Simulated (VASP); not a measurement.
Write the native input for VASP 6.6.1 that does the following.

```yaml
Task: single point
Functional: PBE
Potentials_or_basis: VASP PAW PBE potentials, release 64 (Ti_sv, O)
Cutoff: 520 eV
k_mesh: 6 × 6 × 1
Occupations: gaussian, width 0.1 eV
Spin: no spin polarisation
Dipole_correction: yes
Further_INCAR_settings: LREAL = Auto; ALGO = Normal; EDIFF = 1e-07; NBANDS = 113
```

The structure of Ti16O lies in POSCAR:

```
Ti16O
1.0
    5.8763264167      0.0000000000      0.0000000000
   -2.9381632084      5.0890479578      0.0000000000
    0.0000000000      0.0000000000     22.4042085313
Ti O
16 1
Direct
    0.3333333333      0.1666666667      0.1785378847
    0.3333333333      0.6666666667      0.1785378847
    0.8333333333      0.1666666667      0.1785378847
    0.8333333333      0.6666666667      0.1785378847
    0.1666666667      0.3333333333      0.2823234171
    0.1666666667      0.8333333333      0.2823234171
    0.6666666667      0.3333333333      0.2823234171
    0.6666666667      0.8333333333      0.2823234171
    0.3333333333      0.1666666667      0.3901740107
    0.3333333333      0.6666666667      0.3901740107
    0.8333333333      0.1666666667      0.3901740107
    0.8333333333      0.6666666667      0.3901740107
    0.1666666667      0.3333333333      0.4867035814
    0.1666666667      0.8333333333      0.4867035814
    0.6666666667      0.3333333333      0.4867035814
    0.6666666667      0.8333333333      0.4867035814
    0.1666666667      0.3333333333      0.5623386938
```

The input as run:

INCAR

```
PREC = Accurate
ENCUT = 520
EDIFF = 1E-7
ISMEAR = 0
SIGMA = 0.1
LREAL = Auto
LASPH = T
NELM = 100
ALGO = Normal
ISIF = 2
LWAVE = F
LCHARG = F
LDIPOL = T
IDIPOL = 3
DIPOL = 0.5 0.5 0.348
GGA = PE
NBANDS = 113
```

KPOINTS

```
Automatic mesh
0
Gamma
  6 6 1
```

Potentials or basis: VASP PAW PBE potentials, release 64 (Ti_sv, O).

Run with:

```bash
$ cat potpaw_PBE.64/Ti_sv/POTCAR potpaw_PBE.64/O/POTCAR > POTCAR
$ mpirun -np 1 vasp_std > vasp.out
```

Results of the run:

```yaml
Largest_force: 0.639 eV/Å
Band_gap_on_the_k_mesh: zero (bands 99 and 100 overlap by 0.74 eV)
```

It took 45 min on 1 thread of Intel(R) Xeon(R) Platinum 8488C (Sapphire Rapids), with other jobs on the host, peak memory 0.91 GiB.
